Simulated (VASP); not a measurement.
Wanted: the native input for a VASP 6.6.1 run.

```
Task                   : single point
Functional             : r2SCAN
Potentials or basis    : VASP PAW PBE potentials, release 64 (Al, Cu)
Cutoff                 : 520 eV
k mesh                 : 16 × 16 × 16
Occupations            : gaussian, width 0.15 eV
Spin                   : no spin polarisation
Dipole correction      : no
Further INCAR settings : ALGO = Normal; EDIFF = 1e-06; NBANDS = 16
```

The system is Al2Cu.

```xyz
3
Lattice="-2.0882 2.0882 2.8670 2.0882 -2.0882 2.8670 2.0882 2.0882 -2.8670" Properties=species:S:1:pos:R:3 pbc="T T T"
Al    0.0000    2.0882    1.4335
Al    2.0882    0.0000    1.4335
Cu    0.0000    0.0000    2.8670
```

This cell differs from its parent crystal: strain +0.030 along x and y, +0.000 along z.

These files were run (other wordings do the same):

POSCAR

```
Al2Cu
1.0
   -2.0881782423      2.0881782423      2.8669875134
    2.0881782423     -2.0881782423      2.8669875134
    2.0881782423      2.0881782423     -2.8669875134
Al Cu
2 1
Direct
    0.7500000000      0.2500000000      0.5000000000
    0.2500000000      0.7500000000      0.5000000000
    0.5000000000      0.5000000000      0.0000000000
```

INCAR.step1

```
SYSTEM = Al2Cu
ALGO = Normal ; EDIFF = 1E-4
ENCUT = 520 ; GGA = PE
ISMEAR = 0 ; LASPH = .TRUE.
LCHARG = .FALSE. ; LREAL = .FALSE.
LWAVE = .TRUE. ; NBANDS = 16
NELM = 100 ; PREC = Accurate
SIGMA = 0.15
```

INCAR.step2

```
SYSTEM = Al2Cu
ALGO = Normal ; EDIFF = 1E-6
ENCUT = 520 ; ISIF = 2
ISMEAR = 0 ; ISTART = 1
LASPH = .TRUE. ; LCHARG = .TRUE.
LELF = .TRUE. ; LMIXTAU = .TRUE.
LREAL = .FALSE. ; LVHAR = .TRUE.
LWAVE = .FALSE. ; METAGGA = R2SCAN
NBANDS = 16 ; NELM = 100
PREC = Accurate ; SIGMA = 0.15
```

KPOINTS

```
k-points
0
G
  16 16 16
  0 0 0
```

Potentials or basis: VASP PAW PBE potentials, release 64 (Al, Cu).

Launch:

```sh
$ cat potpaw_PBE.64/Al/POTCAR potpaw_PBE.64/Cu/POTCAR > POTCAR
$ cp INCAR.step1 INCAR
$ mpirun -np 1 vasp_std > vasp.out
$ cp INCAR.step2 INCAR
$ mpirun -np 1 vasp_std > vasp.out
```

Results of the run:

The pressure is -5.6 GPa. The band gap on the k mesh is zero (an odd number of electrons rules out a gap without spin polarisation).

Caveat: the cell differs from its parent crystal (strain +0.030 along x and y, +0.000 along z); the cell stands under tension; the PAW data sets were made with another functional, which shifts forces and pressure a little.

Run time: 9.4 min on 1 thread of AMD EPYC 9R45 96-Core Processor (Zen 5), on a shared host, peak memory 0.36 GiB.
